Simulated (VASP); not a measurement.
# Ge2Sb2Te5 (P-3m1) in VASP: single point with LDA

Aim: the single point of Ge2Sb2Te5 with LDA.

Everything below comes from runs of VASP 6.6.1. Logs are shortened: lines on timing, memory, paths and dates and some standing lists are left out, and cuts for length are marked.

### 1 The cell of the first run

The structure is trigonal, space group P-3m1 (No. 164). Conventional cell: a = 4.175 Å, b = 4.175 Å, c = 16.913 Å, α = 90.00°, β = 90.00°, γ = 120.00°. Ge (site symmetry 3m) has 6 Te at 2.79 to 3.14 Å within 3.7 Å. Within 3.9 Å of Sb (site symmetry 3m) lie 6 Te at 2.97 to 3.12 Å. Te (site symmetry -3m) has 6 Sb at 3.12 Å and 6 Te at 4.18 Å within 4.2 Å. Te (site symmetry 3m) has 3 Sb at 2.97 Å and 3 Ge at 3.14 Å within 3.9 Å. Te (site symmetry 3m) has 3 Ge at 2.79 Å and 3 Te at 3.58 Å within 3.7 Å.

### 2 Single point, LDA

INCAR

```
SYSTEM = Ge2Sb2Te5
PREC     = Accurate       ! precision mode
ENCUT    = 520            ! plane-wave cutoff, eV
EDIFF    = 1E-6           ! SCF threshold, eV
ISMEAR   = 0              ! smearing method
SIGMA    = 0.05           ! smearing width, eV
LREAL    = .FALSE.        ! projectors in reciprocal space
LASPH    = .TRUE.         ! aspherical terms in the spheres
NELM     = 80             ! most SCF steps
ALGO     = Normal         ! electronic algorithm
ISIF     = 2              ! what is computed and relaxed
LWAVE    = .FALSE.        ! write WAVECAR
LCHARG   = .FALSE.        ! write CHGCAR
NBANDS   = 44             ! bands
```

KPOINTS

```
Automatic mesh
0
G
  10 10 2
  0 0 0
```

POSCAR

```
Ge2Sb2Te5
1.0
    4.1753014520      0.0000000000      0.0000000000
   -2.0876507260      3.6159171259      0.0000000000
    0.0000000000      0.0000000000     16.9127694511
Ge Sb Te
2 2 5
Direct
    0.0000000000      0.0000000000      0.3389641274
    0.0000000000      0.0000000000      0.6610358726
    0.3333333333      0.6666666667      0.1173651537
    0.6666666667      0.3333333333      0.8826348463
    0.0000000000      0.0000000000      0.0000000000
    0.3333333333      0.6666666667      0.7797139387
    0.6666666667      0.3333333333      0.2202860613
    0.3333333333      0.6666666667      0.4219135983
    0.6666666667      0.3333333333      0.5780864017
```

Potentials or basis: VASP PAW LDA potentials, release 64 (Ge_d, Sb, Te).

Run with:

```bash
> cat potpaw_LDA.64/Ge_d/POTCAR potpaw_LDA.64/Sb/POTCAR potpaw_LDA.64/Te/POTCAR > POTCAR
> mpirun -np 1 vasp_std > vasp.out
```

OUTCAR:

```text
SYSTEM = Ge2Sb2Te5
   PREC = Accurate
   ENCUT = 520
   EDIFF = 1E-6
   ISMEAR = 0
   LREAL = .FALSE.
   LASPH = .TRUE.
   NELM = 80
   ISIF = 2

 ion  position               nearest neighbor table
   1  0.000  0.000  0.339-   8 2.79   8 2.79   8 2.79   7 3.14   7 3.14   7 3.14
   2  0.000  0.000  0.661-   9 2.79   9 2.79   9 2.79   6 3.14   6 3.14   6 3.14
   3  0.333  0.667  0.117-   7 2.97   7 2.97   7 2.97   5 3.12   5 3.12   5 3.12
   4  0.667  0.333  0.883-   6 2.97   6 2.97   6 2.97   5 3.12   5 3.12   5 3.12
   5  0.000  0.000  0.000-   3 3.12   4 3.12   4 3.12   3 3.12   4 3.12   3 3.12
   6  0.333  0.667  0.780-   4 2.97   4 2.97   4 2.97   2 3.14   2 3.14   2 3.14
   7  0.667  0.333  0.220-   3 2.97   3 2.97   3 2.97   1 3.14   1 3.14   1 3.14
   8  0.333  0.667  0.422-   1 2.79   1 2.79   1 2.79   9 3.58   9 3.58   9 3.58
   9  0.667  0.333  0.578-   2 2.79   2 2.79   2 2.79   8 3.58   8 3.58   8 3.58

  LATTYP: Found a hexagonal cell.
 ALAT       =     4.1753014520
 C/A-ratio  =     4.0506702679

  Lattice vectors:

 A1 = (   4.1753014520,   0.0000000000,   0.0000000000)
 A2 = (  -2.0876507260,   3.6159171259,   0.0000000000)
 A3 = (   0.0000000000,   0.0000000000,  16.9127694511)

Analysis of symmetry for initial positions (statically):
=====================================================================
 Subroutine PRICEL returns:
 Original cell was already a primitive cell.

 Routine SETGRP: Setting up the symmetry group for a
 hexagonal supercell.

 Subroutine GETGRP returns: Found 12 space group operations
 (whereof 12 operations were pure point group operations)
 out of a pool of 24 trial point group operations.

The static configuration has the point symmetry D_3d.

Analysis of symmetry for dynamics (positions and initial velocities):
=====================================================================
 Subroutine PRICEL returns:
 Original cell was already a primitive cell.

 Routine SETGRP: Setting up the symmetry group for a
 hexagonal supercell.

 Subroutine GETGRP returns: Found 12 space group operations
 (whereof 12 operations were pure point group operations)
 out of a pool of 24 trial point group operations.

The dynamic configuration has the point symmetry D_3d.

 Subroutine INISYM returns: Found 12 space group operations
 (whereof 12 operations are pure point group operations),
 and found     1 'primitive' translations

[... 102 lines left out ...]
   ISPIN  =      1    spin polarized calculation?
   LNONCOLLINEAR =      F non collinear calculations
   LSORBIT =      F    spin-orbit coupling
   LASPH  =      T    aspherical Exc in radial PAW
   ENCUT  =  520.0 eV  38.22 Ry    6.18 a.u.   7.76  7.76 31.45*2*pi/ulx,y,z
   NELM   =     80;   NELMIN=  2; NELMDL= -5     # of ELM steps
   EDIFF  = 0.1E-05   stopping-criterion for ELM
   LREAL  =      F    real-space projection
[... 7 lines left out ...]
   TEBEG  =    0.0;   TEEND  =   0.0 temperature during run
   PSTRESS=    0.0 pullay stress
   NELECT =      68.0000    total number of electrons
   NUPDOWN=      -1.0000    fix difference up-down
   EMIN   =  10.00;   EMAX   =-10.00  energy-range for DOS
   EFERMI =   0.00;   METHOD = LEGACY
   ISMEAR =     0;   SIGMA  =   0.05  broadening in eV -4-tet -1-fermi 0-gaus
   EFERMI_NEDOS =   21; number of points for ismear=-14 and -15
   IALGO  =     38    algorithm
   IMIX   =      4    mixing-type and parameters
     AMIX     =   0.40;   BMIX     =  1.00
     AMIX_MAG =   1.60;   BMIX_MAG =  1.00
  volume/ion in A,a.u.               =      28.37       191.46
  Fermi-wavevector in a.u.,A,eV,Ry     =   1.053265  1.990381 15.093843  1.109366
  Thomas-Fermi vector in A             =   2.188379
   LORBIT       =      0    0 simple, 1 ext, 2 COOP (PROOUT), +10 PAW based schemes
   GGA     = CA    functional components
   LHFCALC =     F    Hartree Fock is set to
   AEXX    =    0.0000 exact exchange contribution
   IVDW    =     0    specifies the selected vdW correction
   LEPSILON=     F    determine dielectric tensor
   LRPA    =     F    only Hartree local field effects (RPA)
 non-spin polarized calculation
 Gauss-broadening in eV      SIGMA  =   0.05
  energy-cutoff  :      520.00
  volume of cell :      255.34
 maximum number of plane-waves:      6902
 NGX is ok and might be reduce to    32
   NGX = 15   NGY = 15   NGZ = 63

 number of electron      68.0000018 magnetization

 Free energy of the ion-electron system (eV)
  ---------------------------------------------------
  ext. energy  EPLUGINS =         0.00000000
  ---------------------------------------------------
  free energy    TOTEN  =       -39.79168907 eV

  energy without entropy =      -39.79014010  energy(sigma->0) =      -39.79091459

 E-fermi :   6.9776     XC(G=0):  -9.9420

 val. band max:        6.9505349095   @ k =   0.1000   0.0000   0.0000
 cond. band min:       6.9971486307   @ k =   0.5000   0.0000   0.5000
 fundamental gap:      0.0466137212
 Fermi energy:         6.9775662301

 k-point     1 :       0.0000    0.0000    0.0000
  band No.  band energies     occupation
      1     -17.9698      2.00000
      2     -17.9698      2.00000
      3     -17.9698      2.00000
      4     -17.9698      2.00000
      5     -17.9558      2.00000
      6     -17.9558      2.00000
[... 1117 lines left out ...]
     43      10.5077      0.00000
     44      10.6229      0.00000

 [... further k-points ...]
[... 5 lines left out ...]
  --------------------------------------------------------------------------------------
  -------------------------------------------------------------------------------------
  Total        0.3752714      0.3752714      0.3599364      0.0000000     -0.0000000      0.0000000
  in kB        2.3546967      2.3546967      2.2584751      0.0000000     -0.0000000      0.0000000
  external PRESSURE =       2.3226228 kB  Pullay stress =       0.0000000 kB

 VOLUME and BASIS-vectors are now :
 -----------------------------------------------------------------------------
  energy-cutoff  :      520.00
  volume of cell :      255.34
      direct lattice vectors                 reciprocal lattice vectors
     4.175301452  0.000000000  0.000000000     0.239503665  0.138277505  0.000000000
    -2.087650726  3.615917126  0.000000000     0.000000000  0.276555011  0.000000000
     0.000000000  0.000000000 16.912769451     0.000000000  0.000000000  0.059126922

 POSITION                                       TOTAL-FORCE (eV/Angst)
 -----------------------------------------------------------------------------------
      0.00000      0.00000      5.73282         0.000000      0.000000     -0.025603
      0.00000      0.00000     11.17995        -0.000000      0.000000      0.025603
     -0.00000      2.41061      1.98497         0.000000      0.000000     -0.031781
      2.08765      1.20531     14.92780        -0.000000     -0.000000      0.031781
      0.00000      0.00000      0.00000         0.000000     -0.000000     -0.000000
     -0.00000      2.41061     13.18712        -0.000000      0.000000     -0.047065
      2.08765      1.20531      3.72565         0.000000     -0.000000      0.047065
     -0.00000      2.41061      7.13573         0.000000      0.000000      0.028321
      2.08765      1.20531      9.77704         0.000000     -0.000000     -0.028321
 -----------------------------------------------------------------------------------
    total drift:                                0.000000     -0.000000      0.000000

  FREE ENERGIE OF THE ION-ELECTRON SYSTEM (eV)
  ---------------------------------------------------
  free  energy   TOTEN  =       -39.7916890685 eV

  energy  without entropy=      -39.7901401036  energy(sigma->0) =      -39.79091459
```

It took 23 min on 1 thread of AMD EPYC, shared host; peak memory 0.42 GiB.

What came out:

| Property | Result |
| --- | --- |
| Free energy | -39.7917 eV |
| Pressure | 0.2 GPa |
| Largest force | 0.047 eV/Å |
| Band gap on the k mesh | 0.05 eV (least direct gap 0.07 eV) |

Forces in eV/Å, atoms in the order of the input:
```
Ge   0.000  0.000 -0.026
Ge   0.000  0.000  0.026
Sb   0.000  0.000 -0.032
Sb   0.000  0.000  0.032
Te   0.000  0.000  0.000
Te   0.000  0.000 -0.047
Te   0.000  0.000  0.047
Te   0.000  0.000  0.028
Te   0.000  0.000 -0.028
```

Levels at points of the mesh, in eV from the valence-band top:
| k point | band 32 | band 33 | band 34 | band 35 | band 36 | band 37 |
| --- | --- | --- | --- | --- | --- | --- |
| (0.00, 0.00, 0.00) | -1.25 | -0.93 | -0.03 | 0.05 | 0.05 | 0.66 |
| (0.50, 0.00, 0.00) | -1.87 | -1.15 | -1.04 | 0.26 | 0.66 | 0.68 |
| (0.00, 0.00, 0.50) | -1.50 | -0.85 | -0.04 | 0.11 | 0.11 | 0.68 |
| (0.50, 0.00, 0.50) | -2.03 | -1.64 | -0.39 | 0.05 | 0.43 | 1.11 |

Caveat: semilocal functionals underestimate gaps, and a narrow one can read as zero; spin-orbit coupling is left out, which moves the levels of the heavy elements.
